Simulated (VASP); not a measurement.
# Na4AlO (P4/mcc) in VASP: a series of runs

Runs on Na4AlO. Level: PBE. Tasks: single point, relaxation of cell and atoms.

All numbers are computed with VASP 6.6.1; they aren't measurements. Logs are shortened: lines on timing, memory, paths and dates and some standing lists are left out, and cuts for length are marked.

### 1 The cell of the first run

The structure is tetragonal, space group P4/mcc (No. 124). The conventional cell has a = 6.585 Å, b = 6.585 Å, c = 5.983 Å, α = 90.00°, β = 90.00°, γ = 90.00°. Na (site symmetry m) has 2 O at 2.42 Å and 7 Na at 2.69 to 3.57 Å and 2 Al at 3.29 Å within 3.6 Å. Al (site symmetry 422) has 2 Al at 2.99 Å and 8 Na at 3.29 Å within 3.9 Å. Within 3.2 Å of O (site symmetry 422) lie 8 Na at 2.42 Å and 2 O at 2.99 Å.

### 2 Single point, PBE

INCAR reads:

```
PREC     = Accurate       # precision mode
ENCUT    = 520            # plane-wave cutoff, eV
EDIFF    = 1E-6           # SCF threshold, eV
ISMEAR   = 0              # smearing method
SIGMA    = 0.2            # smearing width, eV
LREAL    = False          # projectors in reciprocal space
LASPH    = True           # aspherical terms in the spheres
NELM     = 60             # most SCF steps
ALGO     = Normal         # electronic algorithm
ISIF     = 2              # what is computed and relaxed
LWAVE    = False          # write WAVECAR
LCHARG   = False          # write CHGCAR
GGA      = PE             # functional
NBANDS   = 49             # bands
```

KPOINTS reads:

```
regular mesh
0
Gamma
  3 3 3
```

POSCAR reads:

```
Na4AlO
1.0
    6.5846612941      0.0000000000      0.0000000000
    0.0000000000      6.5846612941      0.0000000000
    0.0000000000      0.0000000000      5.9832208984
Na Al O
8 2 2
Direct
    0.7601452922      0.3742385822      0.0000000000
    0.2398547078      0.6257614178      0.0000000000
    0.3742385822      0.2398547078      0.0000000000
    0.2398547078      0.3742385822      0.5000000000
    0.7601452922      0.6257614178      0.5000000000
    0.6257614178      0.7601452922      0.0000000000
    0.6257614178      0.2398547078      0.5000000000
    0.3742385822      0.7601452922      0.5000000000
    0.0000000000      0.0000000000      0.7500000000
    0.0000000000      0.0000000000      0.2500000000
    0.5000000000      0.5000000000      0.7500000000
    0.5000000000      0.5000000000      0.2500000000
```

Potentials or basis: VASP PAW PBE potentials, release 64 (Na_pv, Al, O).

Run with:

```console
$ cat potpaw_PBE.64/Na_pv/POTCAR potpaw_PBE.64/Al/POTCAR potpaw_PBE.64/O/POTCAR > POTCAR
$ mpirun -np 1 vasp_std > vasp.out
```

OUTCAR:

```text
PREC = Accurate
   ENCUT = 520
   EDIFF = 1E-6
   ISMEAR = 0
   LREAL = False
   LASPH = True
   NELM = 60
   ISIF = 2
   GGA = PE

 ion  position               nearest neighbor table
   1  0.760  0.374  0.000-   3 2.69   6 2.69
   2  0.240  0.626  0.000-   3 2.69   6 2.69
   3  0.374  0.240  0.000-   1 2.69   2 2.69
   4  0.240  0.374  0.500-   7 2.69   8 2.69
   5  0.760  0.626  0.500-   7 2.69   8 2.69
   6  0.626  0.760  0.000-   1 2.69   2 2.69
   7  0.626  0.240  0.500-   4 2.69   5 2.69
   8  0.374  0.760  0.500-   4 2.69   5 2.69
   9  0.000  0.000  0.750-  10 2.99  10 2.99
  10  0.000  0.000  0.250-   9 2.99   9 2.99
  11  0.500  0.500  0.750-
  12  0.500  0.500  0.250-

  LATTYP: Found a simple tetragonal cell.
 ALAT       =     6.5846612941
 C/A-ratio  =     0.9086603898

  Lattice vectors:

 A1 = (   6.5846612941,   0.0000000000,   0.0000000000)
 A2 = (   0.0000000000,   6.5846612941,   0.0000000000)
 A3 = (   0.0000000000,   0.0000000000,   5.9832208984)

Analysis of symmetry for initial positions (statically):
=====================================================================
 Subroutine PRICEL returns:
 Original cell was already a primitive cell.

 Routine SETGRP: Setting up the symmetry group for a
 simple tetragonal supercell.

 Subroutine GETGRP returns: Found 16 space group operations
 (whereof  8 operations were pure point group operations)
 out of a pool of 16 trial point group operations.

The static configuration has the point symmetry C_4h.
 The point group associated with its full space group is D_4h.

Analysis of symmetry for dynamics (positions and initial velocities):
=====================================================================
 Subroutine PRICEL returns:
 Original cell was already a primitive cell.

 Routine SETGRP: Setting up the symmetry group for a
 simple tetragonal supercell.

 Subroutine GETGRP returns: Found 16 space group operations
 (whereof  8 operations were pure point group operations)
 out of a pool of 16 trial point group operations.

The dynamic configuration has the point symmetry C_4h.
[... 106 lines left out ...]
   NFREE  =      0    steps in history (QN), initial steepest desc. (CG)
   ISIF   =      2    stress and relaxation
   ISYM   =      2    0-nonsym 1-usesym 2-fastsym
   POTIM  = 0.5000    time-step for ionic-motion
   TEBEG  =    0.0;   TEEND  =   0.0 temperature during run
   PSTRESS=    0.0 pullay stress
   NELECT =      74.0000    total number of electrons
   NUPDOWN=      -1.0000    fix difference up-down
   EMIN   =  10.00;   EMAX   =-10.00  energy-range for DOS
   EFERMI =   0.00;   METHOD = LEGACY
   ISMEAR =     0;   SIGMA  =   0.20  broadening in eV -4-tet -1-fermi 0-gaus
   EFERMI_NEDOS =   21; number of points for ismear=-14 and -15
   IALGO  =     38    algorithm
   IMIX   =      4    mixing-type and parameters
     AMIX     =   0.40;   BMIX     =  1.00
     AMIX_MAG =   1.60;   BMIX_MAG =  1.00
  volume/ion in A,a.u.               =      21.62       145.89
  Fermi-wavevector in a.u.,A,eV,Ry     =   1.077667  2.036496 15.801359  1.161367
  Thomas-Fermi vector in A             =   2.213585
   LORBIT       =      0    0 simple, 1 ext, 2 COOP (PROOUT), +10 PAW based schemes
   GGA     = PE    functional components
   LHFCALC =     F    Hartree Fock is set to
   AEXX    =    0.0000 exact exchange contribution
   IVDW    =     0    specifies the selected vdW correction
   LEPSILON=     F    determine dielectric tensor
   LRPA    =     F    only Hartree local field effects (RPA)
 non-spin polarized calculation
 Gauss-broadening in eV      SIGMA  =   0.20
  energy-cutoff  :      520.00
  volume of cell :      259.42
 maximum number of plane-waves:      7039
 NGX is ok and might be reduce to    50
   NGX = 25   NGY = 25   NGZ = 23

 number of electron      73.9999986 magnetization

 Free energy of the ion-electron system (eV)
  ---------------------------------------------------
  ext. energy  EPLUGINS =         0.00000000
  ---------------------------------------------------
  free energy    TOTEN  =       -33.13738514 eV

  energy without entropy =      -33.06312080  energy(sigma->0) =      -33.10025297

 E-fermi :   1.7894     XC(G=0):  -7.9529

 val. band max:        1.6986814406   @ k =   0.3333   0.3333   0.3333
 cond. band min:       1.7997315165   @ k =   0.0000   0.0000   0.0000
 fundamental gap:      0.1010500759
 Fermi energy:         1.7893592269

 k-point     1 :       0.0000    0.0000    0.0000
  band No.  band energies     occupation
      1     -22.4666      2.00000
      2     -22.4632      2.00000
      3     -22.3890      2.00000
      4     -22.3890      2.00000
      5     -22.3848      2.00000
      6     -22.3848      2.00000
[... 301 lines left out ...]
     48       6.9329      0.00000
     49       7.3943      0.00000

------------------------ aborting loop because EDIFF is reached ----------------------------------------

  FORCE on cell =-STRESS in cart. coord.  units (eV):
  Direction    XX          YY          ZZ          XY          YZ          ZX
  --------------------------------------------------------------------------------------
  -------------------------------------------------------------------------------------
  Total        0.1398582      0.1398582     -0.1753617      0.0000000     -0.0000000      0.0000000
  in kB        0.8637671      0.8637671     -1.0830375      0.0000000     -0.0000000      0.0000000
  external PRESSURE =       0.2148322 kB  Pullay stress =       0.0000000 kB

 VOLUME and BASIS-vectors are now :
 -----------------------------------------------------------------------------
  energy-cutoff  :      520.00
  volume of cell :      259.42
      direct lattice vectors                 reciprocal lattice vectors
     6.584661294  0.000000000  0.000000000     0.151868100  0.000000000  0.000000000
     0.000000000  6.584661294  0.000000000     0.000000000  0.151868100  0.000000000
     0.000000000  0.000000000  5.983220898     0.000000000  0.000000000  0.167134060

 POSITION                                       TOTAL-FORCE (eV/Angst)
 -----------------------------------------------------------------------------------
      5.00530      2.46423      0.00000        -0.046542      0.029359     -0.000000
      1.57936      4.12043      0.00000         0.046542     -0.029359      0.000000
      2.46423      1.57936      0.00000         0.029359      0.046542      0.000000
      1.57936      2.46423      2.99161         0.046542      0.029359      0.000000
      5.00530      4.12043      2.99161        -0.046542     -0.029359      0.000000
      4.12043      5.00530      0.00000        -0.029359     -0.046542      0.000000
      4.12043      1.57936      2.99161        -0.029359      0.046542      0.000000
      2.46423      5.00530      2.99161         0.029359     -0.046542     -0.000000
      0.00000      0.00000      4.48742        -0.000000     -0.000000      0.000000
      0.00000      0.00000      1.49581        -0.000000     -0.000000      0.000000
      3.29233      3.29233      4.48742        -0.000000      0.000000      0.000000
      3.29233      3.29233      1.49581        -0.000000      0.000000      0.000000
 -----------------------------------------------------------------------------------
    total drift:                                0.000000     -0.000000     -0.000000

  FREE ENERGIE OF THE ION-ELECTRON SYSTEM (eV)
  ---------------------------------------------------
  free  energy   TOTEN  =       -33.1373851408 eV

  energy  without entropy=      -33.0631208027  energy(sigma->0) =      -33.10025297
```

Run time: 51 s. Hardware: 1 thread of Intel Xeon 6975P-C (Granite Rapids), shared host; peak memory 0.34 GiB.

Results:

```yaml
Free_energy: -33.1374 eV
Pressure: 0.0 GPa
Largest_force: 0.055 eV/Å
Band_gap_on_the_k_mesh: zero (bands 37 and 38 overlap by 0.59 eV)
```

Forces in eV/Å, atoms in the order of the input:
```
Na  -0.047  0.029  0.000
Na   0.047 -0.029  0.000
Na   0.029  0.047  0.000
Na   0.047  0.029  0.000
Na  -0.047 -0.029  0.000
Na  -0.029 -0.047  0.000
Na  -0.029  0.047  0.000
Na   0.029 -0.047  0.000
Al   0.000  0.000  0.000
Al   0.000  0.000  0.000
O    0.000  0.000  0.000
O    0.000  0.000  0.000
```

Levels at points of the mesh, in eV from the Fermi level:
| k point | band 34 | band 35 | band 36 | band 37 | band 38 | band 39 | band 40 | band 41 |
| --- | --- | --- | --- | --- | --- | --- | --- | --- |
| (0.00, 0.00, 0.00) | -1.55 | -0.86 | -0.86 | -0.34 | -0.24 | 0.01 | 2.03 | 2.03 |

### 3 Relaxation of cell and atoms, PBE

This run uses another cell than the first one, of 16.86 Å³/atom.

INCAR reads:

```
SYSTEM = Na4AlO
ALGO = Normal
EDIFF = 1E-6
EDIFFG = -0.08
ENCUT = 600
GGA = PE
IBRION = 2
ISIF = 3
ISMEAR = 0
LASPH = .TRUE.
LCHARG = .FALSE.
LREAL = .FALSE.
LWAVE = .FALSE.
NELM = 60
NSW = 36
PREC = Accurate
SIGMA = 0.2
```

KPOINTS reads:

```
k-points
0
G
  3 3 3
  0 0 0
```

POSCAR reads:

```
Na4AlO
1.0
    6.2800000000      0.0000000000      0.0000000000
    0.0000000000      6.2800000000      0.0000000000
    0.0000000000      0.0000000000      5.1300000000
Na Al O
8 2 2
Direct
    0.8400000000      0.3400000000      0.0000000000
    0.1600000000      0.6600000000      0.0000000000
    0.3400000000      0.1600000000      0.0000000000
    0.1600000000      0.3400000000      0.5000000000
    0.8400000000      0.6600000000      0.5000000000
    0.6600000000      0.8400000000      0.0000000000
    0.6600000000      0.1600000000      0.5000000000
    0.3400000000      0.8400000000      0.5000000000
    0.0000000000      0.0000000000      0.7500000000
    0.0000000000      0.0000000000      0.2500000000
    0.5000000000      0.5000000000      0.7500000000
    0.5000000000      0.5000000000      0.2500000000
```

Potentials or basis: VASP PAW PBE potentials, release 64 (Na_pv, Al, O).

Run with:

```console
$ cat potpaw_PBE.64/Na_pv/POTCAR potpaw_PBE.64/Al/POTCAR potpaw_PBE.64/O/POTCAR > POTCAR
$ mpirun -np 1 vasp_std > vasp.out
```

Run time: 5.8 min. Hardware: 1 thread of Intel Xeon 6975P-C (Granite Rapids), shared host; peak memory 0.34 GiB.

The run converged. Its results:

```yaml
Free_energy: -33.1026 eV
Relaxed_volume: 21.30 Å³/atom
Relaxed_cell: a = 6.531 Å, b = 6.531 Å, c = 5.993 Å, α = 90.00°, β = 90.00°, γ = 90.00°
Space_group_after_relaxing_to_0.1_Å: P4/mcc (No. 124)
Energy_gained_by_relaxing: 553.7 meV/atom
Ionic_steps: 11
Pressure_after_relaxing: 0.2 GPa
Largest_force_after_relaxing: 0.053 eV/Å
Band_gap_on_the_k_mesh: zero (bands 37 and 38 overlap by 0.58 eV)
```

Forces in eV/Å, atoms in the order of the input:
```
Na   0.019 -0.049  0.000
Na  -0.019  0.049  0.000
Na  -0.049 -0.019  0.000
Na  -0.019 -0.049  0.000
Na   0.019  0.049  0.000
Na   0.049  0.019  0.000
Na   0.049 -0.019  0.000
Na  -0.049  0.019  0.000
Al   0.000  0.000  0.000
Al   0.000  0.000  0.000
O    0.000  0.000  0.000
O    0.000  0.000  0.000
```

Stress tensor (GPa, compression positive):
```
 0.56  0.00  0.00
 0.00  0.56  0.00
 0.00  0.00 -0.40
```

Step by step:
| step | energy change (eV) | largest force (eV/Å) | pressure (GPa) | volume (Å³) |
| --- | --- | --- | --- | --- |
| 1 | 0.0000 | 2.4759 | 12.21 | 202.32 |
| 2 | -3.5145 | 1.4955 | 1.82 | 242.26 |
| 3 | -4.2819 | 1.1666 | -1.35 | 268.05 |
| 4 | -4.2047 | 0.8381 | -4.51 | 324.89 |
| 5 | -4.4850 | 0.9889 | -3.04 | 290.53 |
| 6 | -5.3204 | 0.8839 | -2.50 | 278.03 |
| 7 | -6.5722 | 0.0166 | 1.68 | 242.43 |
| 8 | -6.5796 | 0.1935 | 0.89 | 246.49 |
| 9 | -6.5841 | 0.1238 | 1.20 | 244.85 |
| 10 | -6.6406 | 0.0351 | 0.51 | 252.54 |
| 11 | -6.6447 | 0.0532 | 0.24 | 255.64 |

Final structure:
```
Na Al O
1.0
     6.53110    0.00000    0.00000
     0.00000    6.53110    0.00000
     0.00000    0.00000    5.99319
Na Al O
8 2 2
Cartesian
  4.9816 2.5048 0.0000
  1.5495 4.0263 0.0000
  2.5048 1.5495 0.0000
  1.5495 2.5048 2.9966
  4.9816 4.0263 2.9966
  4.0263 4.9816 0.0000
  4.0263 1.5495 2.9966
  2.5048 4.9816 2.9966
  0.0000 0.0000 4.4949
  0.0000 0.0000 1.4983
  3.2656 3.2656 4.4949
  3.2656 3.2656 1.4983
```

Levels at points of the mesh, in eV from the Fermi level:
```csv
k point,band 35,band 36,band 37,band 38,band 39,band 40
"(0.00, 0.00, 0.00)",-0.82,-0.82,-0.43,-0.20,0.01,2.07
```

Caveat: the k points lie up to 0.35 Å⁻¹ apart in the final cell, too coarse for converged energies and pressures of a metal; the volume moved by over 15 % at a fixed basis, so the end points are rough; the relaxation stopped at a loose force limit of 0.08 eV/Å, so its end isn't a converged minimum.
